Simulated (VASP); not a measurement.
Write the native input for VASP 6.6.1 that does the following.

```yaml
Task: single point
Functional: PBEsol
Potentials_or_basis: VASP PAW PBE potentials, release 64 (Gd)
Cutoff: 520 eV
k_mesh: 9 × 9 × 9
Occupations: fermi-dirac, width 0.05 eV
Spin: collinear spin, ferromagnetic start
Starting_moments: "[7.0] μB"
Dipole_correction: no
Further_INCAR_settings: ALGO = Normal; EDIFF = 1e-06; NBANDS = 19
```

The structure of Gd lies in POSCAR:

```
Gd
1.0
   -1.9836618701      1.9836618701      1.9836618701
    1.9836618701     -1.9836618701      1.9836618701
    1.9836618701      1.9836618701     -1.9836618701
Gd
1
Direct
    0.0000000000      0.0000000000      0.0000000000
```

These files were run (other wordings do the same):

INCAR

```
PREC = Accurate ; ENCUT = 520
EDIFF = 1E-6 ; ISMEAR = -1
SIGMA = 0.05 ; LREAL = False
LASPH = True ; NELM = 150
ALGO = Normal ; ISIF = 2
LWAVE = False ; LCHARG = True
ISPIN = 2 ; MAGMOM = 7
LORBIT = 11 ; LMAXMIX = 6
GGA = PS ; LELF = True
LVHAR = True ; NBANDS = 19
```

KPOINTS

```
regular mesh
0
Gamma
  9 9 9
```

Potentials or basis: VASP PAW PBE potentials, release 64 (Gd).

Launch:

```sh
$ cat potpaw_PBE.64/Gd/POTCAR > POTCAR
$ mpirun -np 1 vasp_std > vasp.out
```

Results of the run:

The pressure is -0.4 GPa. The net moment is 7.58 μB per cell and the site moments are Gd +7.00 μB. The valence electrons inside the program's atomic spheres are Gd 15.21.

Caveat: the PAW data sets were made with another functional, which shifts forces and pressure a little.

Run time: 62 s on 1 thread of Intel(R) Xeon(R) 6975P-C (Granite Rapids) (shared host), peak memory 0.2 GiB.
